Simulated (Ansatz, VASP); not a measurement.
AlN: VASP beside Ansatz

```xyz
4
Lattice="3.1130 0.0000 0.0000 -1.5565 2.6959 0.0000 0.0000 0.0000 4.9810" Properties=species:S:1:pos:R:3 pbc="T T T"
Al    0.0000    1.7973    0.0000
Al    1.5565    0.8986    2.4905
N     0.0000    1.7973    1.8928
N     1.5565    0.8986    4.3833
```

Alike in both runs: task relaxation of the atoms; functional PBE; k mesh 11 × 11 × 6; occupations fermi-dirac, width 0.02 eV; no spin polarisation.

```csv
,VASP,Ansatz
version,VASP 6.6.1,Ansatz 0.2.0
potentials or method,"VASP PAW PBE potentials, release 64 (Al, N)","plane-wave PAW, scalar-relativistic"
plane-wave cutoff (eV),520,420
valence electrons in the cell,16,16
```

```csv
,VASP,Ansatz,Ansatz less VASP
"gap on the k mesh at the Fermi level, each at its own relaxed structure (eV)",4.19,4.18,-0.010
```

Ansatz's warnings: stress scf threshold loose.
